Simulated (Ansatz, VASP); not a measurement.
HfC in VASP and in Ansatz

```
Hf C
1.0
     0.00000    2.32500    2.32500
     2.32500    0.00000    2.32500
     2.32500    2.32500    0.00000
Hf C
1 1
Direct
  0.50000 0.50000 0.50000
  0.90323 0.90323 0.09677
```

Alike in both runs: task single point; functional PBE; k mesh 18 × 18 × 18; occupations gaussian, width 0.15 eV; no spin polarisation.

```csv
,VASP,Ansatz
version,VASP 6.6.1,Ansatz 0.2.0
potentials or method,"VASP PAW PBE potentials, release 64 (Hf_pv, C), cutoff 520 eV","scalar-relativistic, plane waves, PAW"
valence electrons in the cell,14,30
```

VASP gave:

```
gap on the k mesh at the Fermi level (eV)                     : none
pressure (GPa)                                                : 21.9
traceless stress, the component that is largest in VASP (GPa) : 48.53
rms of the force components (eV/Å)                            : 3.987
```

Estimate Ansatz's values.

gap on the k mesh at the Fermi level (eV): none; pressure (GPa): 21.9; traceless stress, the component that is largest in VASP (GPa): 47.53; rms of the force components (eV/Å): 3.923.

Atom by atom the forces differ by 0.064 eV/Å (rms over components). A gap of «none» marks a metal or a gap that the smearing closes. VASP's potentials hold 14 valence electrons a cell and Ansatz's 30, so a difference there can come from the potentials and not from the codes.

Neither program's run includes spin-orbit coupling.
